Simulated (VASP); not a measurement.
# Ti (Im-3m) in VASP: a series of runs

The runs below take Ti through single point, with LDA.

Program: VASP 6.6.1. These are calculated values, not measurements. Logs are shortened: lines on timing, memory, paths and dates and some standing lists are left out, and cuts for length are marked.

## (1) The cell of the first run

Symmetry: Im-3m, No. 229, cubic system. The conventional cell has a = 3.282 Å, b = 3.282 Å, c = 3.282 Å, α = 90.00°, β = 90.00°, γ = 90.00°. Within 3.7 Å of Ti (site symmetry m-3m) lie 14 Ti at 2.84 to 3.28 Å.

## (2) Single point, LDA

INCAR reads:

```
SYSTEM = Ti
PREC = Accurate ; ENCUT = 520
EDIFF = 1E-6 ; ISMEAR = 0
SIGMA = 0.15 ; LREAL = .False.
LASPH = .True. ; NELM = 60
ALGO = Normal ; ISIF = 2
LWAVE = .False. ; LCHARG = .False.
NBANDS = 12
```

KPOINTS reads:

```
regular mesh
0
Gamma
  20 20 20
  0 0 0
```

POSCAR reads:

```
Ti
1.0
   -1.6410000000      1.6410000000      1.6410000000
    1.6410000000     -1.6410000000      1.6410000000
    1.6410000000      1.6410000000     -1.6410000000
Ti
1
Direct
    0.0000000000      0.0000000000      0.0000000000
```

Potentials or basis: VASP PAW LDA potentials, release 64 (Ti_sv).

Started as:

```bash
> cat potpaw_LDA.64/Ti_sv/POTCAR > POTCAR
> mpirun -np 1 vasp_std > vasp.out
```

OUTCAR:

```text
SYSTEM = Ti
   PREC = Accurate
   ENCUT = 520
   EDIFF = 1E-6
   ISMEAR = 0
   LREAL = .False.
   LASPH = .True.
   NELM = 60
   ISIF = 2

 ion  position               nearest neighbor table
   1  0.000  0.000  0.000-

  LATTYP: Found a body centered cubic cell.
 ALAT       =     3.2820000000

  Lattice vectors:

 A1 = (  -1.6410000000,   1.6410000000,   1.6410000000)
 A2 = (   1.6410000000,  -1.6410000000,   1.6410000000)
 A3 = (   1.6410000000,   1.6410000000,  -1.6410000000)

Analysis of symmetry for initial positions (statically):
=====================================================================
 Subroutine PRICEL returns:
 Original cell was already a primitive cell.

 Routine SETGRP: Setting up the symmetry group for a
 body centered cubic supercell.

 Subroutine GETGRP returns: Found 48 space group operations
 (whereof 48 operations were pure point group operations)
 out of a pool of 48 trial point group operations.

The static configuration has the point symmetry O_h .

Analysis of symmetry for dynamics (positions and initial velocities):
=====================================================================
 Subroutine PRICEL returns:
 Original cell was already a primitive cell.

 Routine SETGRP: Setting up the symmetry group for a
 body centered cubic supercell.

 Subroutine GETGRP returns: Found 48 space group operations
 (whereof 48 operations were pure point group operations)
 out of a pool of 48 trial point group operations.

The dynamic configuration has the point symmetry O_h .

 Subroutine INISYM returns: Found 48 space group operations
 (whereof 48 operations are pure point group operations),
 and found     1 'primitive' translations

----------------------------------------------------------------------------------------

                                     Primitive cell

  volume of cell :      17.6761

  direct lattice vectors                    reciprocal lattice vectors
    -1.641000000  1.641000000  1.641000000     0.000000000  0.304692261  0.304692261
     1.641000000 -1.641000000  1.641000000     0.304692261  0.000000000  0.304692261
     1.641000000  1.641000000 -1.641000000     0.304692261  0.304692261  0.000000000

  length of vectors
     2.842295375  2.842295375  2.842295375     0.430899928  0.430899928  0.430899928

  position of ions in fractional coordinates (direct lattice)
     0.000000000  0.000000000  0.000000000

  ion indices of the primitive-cell ions
   primitive index   ion index
                 1           1

----------------------------------------------------------------------------------------

 KPOINTS: regular mesh

Automatic generation of k-mesh.
 Grid dimensions read from file:
 generate k-points for:   20   20   20

 Generating k-lattice:

  Cartesian coordinates                     Fractional coordinates (reciprocal lattice)
     0.000000000  0.015234613  0.015234613     0.050000000  0.000000000  0.000000000
     0.015234613  0.000000000  0.015234613     0.000000000  0.050000000  0.000000000
     0.015234613  0.015234613  0.000000000     0.000000000  0.000000000  0.050000000

  Length of vectors
     0.021544996  0.021544996  0.021544996

  Shift w.r.t. Gamma in fractional coordinates (k-lattice)
     0.000000000  0.000000000  0.000000000

 Subroutine IBZKPT returns following result:
 ===========================================

 Found    256 irreducible k-points:

 Following reciprocal coordinates:
            Coordinates               Weight
  0.000000  0.000000  0.000000      1.000000
  0.050000  0.000000  0.000000     12.000000
  0.100000  0.000000  0.000000     12.000000
  0.150000  0.000000  0.000000     12.000000
  0.200000  0.000000  0.000000     12.000000
  0.250000  0.000000  0.000000     12.000000
[... 16 lines left out ...]
  0.200000  0.100000  0.000000     48.000000
  0.250000  0.100000  0.000000     48.000000
 [... further k-points ...]
   k-points           NKPTS =    256   k-points in BZ     NKDIM =    256   number of bands    NBANDS=     12
   number of dos      NEDOS =    301   number of ions     NIONS =      1
   total plane-waves  NPLWV =  13824
   dimension x,y,z NGX =    24 NGY =   24 NGZ =   24
   dimension x,y,z NGXF=    48 NGYF=   48 NGZF=   48
   ions per type =               1
   NGX,Y,Z   is equivalent  to a cutoff of  14.04, 14.04, 14.04 a.u.
   NGXF,Y,Z  is equivalent  to a cutoff of  28.08, 28.08, 28.08 a.u.
 SYSTEM =  Ti
   PREC   = accura    normal or accurate (medium, high low for compatibility)
   ISTART =      0    job   : 0-new  1-cont  2-samecut
   ICHARG =      2    charge: 1-file 2-atom 10-const
   ISPIN  =      1    spin polarized calculation?
   LNONCOLLINEAR =      F non collinear calculations
   LSORBIT =      F    spin-orbit coupling
   LASPH  =      T    aspherical Exc in radial PAW
   ENCUT  =  520.0 eV  38.22 Ry    6.18 a.u.   5.28  5.28  5.28*2*pi/ulx,y,z
   NELM   =     60;   NELMIN=  2; NELMDL= -5     # of ELM steps
   EDIFF  = 0.1E-05   stopping-criterion for ELM
   LREAL  =      F    real-space projection
   EDIFFG = 0.1E-04   stopping-criterion for IOM
   NSW    =      0    number of steps for IOM
   IBRION =     -1    ionic relax: 0-MD 1-quasi-New 2-CG
   NFREE  =      0    steps in history (QN), initial steepest desc. (CG)
   ISIF   =      2    stress and relaxation
   ISYM   =      2    0-nonsym 1-usesym 2-fastsym
   POTIM  = 0.5000    time-step for ionic-motion
   TEBEG  =    0.0;   TEEND  =   0.0 temperature during run
   PSTRESS=    0.0 pullay stress
   NELECT =      12.0000    total number of electrons
   NUPDOWN=      -1.0000    fix difference up-down
   EMIN   =  10.00;   EMAX   =-10.00  energy-range for DOS
   EFERMI =   0.00;   METHOD = LEGACY
   ISMEAR =     0;   SIGMA  =   0.15  broadening in eV -4-tet -1-fermi 0-gaus
   EFERMI_NEDOS =   21; number of points for ismear=-14 and -15
   IALGO  =     38    algorithm
   IMIX   =      4    mixing-type and parameters
     AMIX     =   0.40;   BMIX     =  1.00
     AMIX_MAG =   1.60;   BMIX_MAG =  1.00
  volume/ion in A,a.u.               =      17.68       119.28
  Fermi-wavevector in a.u.,A,eV,Ry     =   1.438821  2.718977 28.166848  2.070205
  Thomas-Fermi vector in A             =   2.557745
   LORBIT       =      0    0 simple, 1 ext, 2 COOP (PROOUT), +10 PAW based schemes
   GGA     = CA    functional components
   LHFCALC =     F    Hartree Fock is set to
   AEXX    =    0.0000 exact exchange contribution
   IVDW    =     0    specifies the selected vdW correction
   LEPSILON=     F    determine dielectric tensor
   LRPA    =     F    only Hartree local field effects (RPA)
 non-spin polarized calculation
 Gauss-broadening in eV      SIGMA  =   0.15
  energy-cutoff  :      520.00
  volume of cell :       17.68
 maximum number of plane-waves:       490
 NGX is ok and might be reduce to    24
   NGX = 11   NGY = 11   NGZ = 11

 number of electron      12.0000001 magnetization

 Free energy of the ion-electron system (eV)
  ---------------------------------------------------
  ext. energy  EPLUGINS =         0.00000000
  ---------------------------------------------------
  free energy    TOTEN  =        -8.40605674 eV

  energy without entropy =       -8.37915255  energy(sigma->0) =       -8.39260464

 E-fermi :   7.6619     XC(G=0): -11.6964

 val. band max:        7.6576665153   @ k =   0.1500   0.1000   0.1000
 cond. band min:       7.6630907954   @ k =   0.3500   0.1500   0.1500
 fundamental gap:      0.0054242802
 Fermi energy:         7.6618543838

 k-point     1 :       0.0000    0.0000    0.0000
  band No.  band energies     occupation
      1     -48.2005      2.00000
      2     -24.4470      2.00000
      3     -24.4470      2.00000
      4     -24.4470      2.00000
      5       1.8279      2.00000
      6       8.5963      0.00000
      7       8.5963      0.00000
      8       8.5963      0.00000
      9      10.3333      0.00000
     10      10.3333      0.00000
     11      25.0358      0.00000
     12      25.0358      0.00000

 k-point     2 :       0.0500    0.0000    0.0000
  band No.  band energies     occupation
      1     -48.1974      2.00000
      2     -24.4637      2.00000
      3     -24.4521      2.00000
      4     -24.4471      2.00000
      5       1.9125      2.00000
      6       8.5581      0.00000
      7       8.5870      0.00000
      8       8.6577      0.00000
      9      10.2877      0.00000
     10      10.3355      0.00000
     11      24.9009      0.00000
     12      25.0291      0.00000

 k-point     3 :       0.1000    0.0000    0.0000
  band No.  band energies     occupation
      1     -48.1883      2.00000
      2     -24.5122      2.00000
      3     -24.4672      2.00000
      4     -24.4474      2.00000
      5       2.1618      2.00000
      6       8.4490      0.00000
      7       8.5475      0.00000
      8       8.8391      0.00000
      9      10.1769      0.00000
     10      10.3434      0.00000
     11      24.4723      0.00000
     12      24.9491      0.00000

 k-point     4 :       0.1500    0.0000    0.0000
  band No.  band energies     occupation
      1     -48.1741      2.00000
      2     -24.5870      2.00000
      3     -24.4904      2.00000
      4     -24.4478      2.00000
      5       2.5610      2.00000
      6       8.2844      0.00000
      7       8.4514      0.00000
      8       9.1320      0.00000
      9      10.0662      0.00000
     10      10.3600      0.00000
     11      23.7075      0.00000
     12      24.6554      0.00000

 k-point     5 :       0.2000    0.0000    0.0000
  band No.  band energies     occupation
      1     -48.1561      2.00000
      2     -24.6802      2.00000
      3     -24.5196      2.00000
      4     -24.4483      2.00000
      5       3.0828      2.00000
      6       8.0852      0.00007
      7       8.2880      0.00000
      8       9.5211      0.00000
      9      10.0185      0.00000
     10      10.3888      0.00000
     11      22.6203      0.00000
     12      24.0894      0.00000
[... 228 lines left out ...]
      1     -48.1661      2.00000
      2     -24.6275      2.00000
      3     -24.4899      2.00000
      4     -24.4629      2.00000
      5       2.7934      2.00000
      6       8.2498      0.00000
      7       8.3073      0.00000
      8       9.3385      0.00000
      9       9.9682      0.00000
     10      10.4177      0.00000
     11      23.5039      0.00000
     12      24.2091      0.00000

 k-point    22 :       0.1500    0.1000    0.0000
  band No.  band energies     occupation
      1     -48.1490      2.00000
      2     -24.7111      2.00000
      3     -24.5181      2.00000
      4     -24.4678      2.00000
      5       3.3040      2.00000
      6       8.0649      0.00014
      7       8.1317      0.00001
      8       9.7401      0.00000
      9       9.9067      0.00000
     10      10.4776      0.00000
     11      22.6180      0.00000
     12      23.4585      0.00000

 k-point    23 :       0.2000    0.1000    0.0000
  band No.  band energies     occupation
      1     -48.1299      2.00000
      2     -24.8014      2.00000
      3     -24.5536      2.00000
      4     -24.4701      2.00000
      5       3.8939      2.00000
      6       7.8494      0.07706
      7       7.9545      0.00580
      8       9.9191      0.00000
      9      10.2197      0.00000
     10      10.5398      0.00000
     11      21.3822      0.00000
     12      22.7464      0.00000

 k-point    24 :       0.2500    0.1000    0.0000
  band No.  band energies     occupation
      1     -48.1108      2.00000
      2     -24.8898      2.00000
      3     -24.5905      2.00000
      4     -24.4717      2.00000
      5       4.4923      2.00000
      6       7.6470      1.11132
      7       7.8289      0.11524
      8      10.0024      0.00000
      9      10.5821      0.00000
     10      10.7545      0.00000
     11      19.9950      0.00000
     12      22.0942      0.00000

 [... further k-points ...]

------------------------ aborting loop because EDIFF is reached ----------------------------------------

  FORCE on cell =-STRESS in cart. coord.  units (eV):
  Direction    XX          YY          ZZ          XY          YZ          ZX
  --------------------------------------------------------------------------------------
  -------------------------------------------------------------------------------------
  Total       -1.1945336     -1.1945336     -1.1945336     -0.0000000      0.0000000      0.0000000
  in kB     -108.2737595   -108.2737595   -108.2737595     -0.0000000      0.0000000      0.0000000
  external PRESSURE =    -108.2737595 kB  Pullay stress =       0.0000000 kB

 VOLUME and BASIS-vectors are now :
 -----------------------------------------------------------------------------
  energy-cutoff  :      520.00
  volume of cell :       17.68
      direct lattice vectors                 reciprocal lattice vectors
    -1.641000000  1.641000000  1.641000000     0.000000000  0.304692261  0.304692261
     1.641000000 -1.641000000  1.641000000     0.304692261  0.000000000  0.304692261
     1.641000000  1.641000000 -1.641000000     0.304692261  0.304692261  0.000000000

 POSITION                                       TOTAL-FORCE (eV/Angst)
 -----------------------------------------------------------------------------------
      0.00000      0.00000      0.00000        -0.000000      0.000000      0.000000
 -----------------------------------------------------------------------------------
    total drift:                                0.000000      0.000000     -0.000000

  FREE ENERGIE OF THE ION-ELECTRON SYSTEM (eV)
  ---------------------------------------------------
  free  energy   TOTEN  =        -8.4060567380 eV

  energy  without entropy=       -8.3791525481  energy(sigma->0) =       -8.39260464
```

Run time: 22 s. Hardware: 1 thread of Intel Xeon Platinum 8488C (Sapphire Rapids), shared host; peak memory 0.17 GiB.

Results:

* Free energy: -8.4061 eV
* Pressure: -10.8 GPa
* Band gap on the k mesh: zero (band 6 reaches 8.60 eV, above the bottom of band 7 at 7.02 eV)

## (3) Single point, LDA

INCAR reads:

```
SYSTEM = Ti
PREC = Accurate
ENCUT = 520
EDIFF = 1E-6
ISMEAR = 0
SIGMA = 0.15
LREAL = .FALSE.
LASPH = .TRUE.
NELM = 100
ALGO = Fast
ISIF = 2
LWAVE = .FALSE.
LCHARG = .TRUE.
GGA = CA
LELF = .TRUE.
LVHAR = .TRUE.
NBANDS = 12
```

KPOINTS reads:

```
regular mesh
0
G
  22 22 22
  0 0 0
```

POSCAR is that of step 2.

Potentials or basis: VASP PAW LDA potentials, release 64 (Ti_sv).

Started as:

```bash
> cat potpaw_LDA.64/Ti_sv/POTCAR > POTCAR
> mpirun -np 1 vasp_std > vasp.out
```

Run time: 65 s. Hardware: 1 thread of Intel Xeon Platinum 8488C (Sapphire Rapids), shared host; peak memory 0.18 GiB.

The run converged. Its results:

```yaml
Free_energy: -8.4062 eV
Pressure: -11.1 GPa
Band_gap_on_the_k_mesh: zero (band 6 reaches 8.62 eV, above the bottom of band 7 at 7.07 eV)
```

Levels at points of the mesh, in eV from the Fermi level:
```csv
k point,band 2,band 3,band 4,band 5,band 6,band 7,band 8,band 9,band 10,band 11
"(0.00, 0.00, 0.00)",-32.11,-32.11,-32.11,-5.83,0.93,0.93,0.93,2.67,2.67,17.37
"(0.50, 0.00, 0.00)",-32.77,-32.32,-32.11,-2.40,-0.41,1.19,2.65,2.99,4.17,8.59
"(0.50, 0.50, 0.50)",-32.56,-32.56,-32.56,-2.04,-2.04,3.82,3.82,3.82,8.25,8.25
```
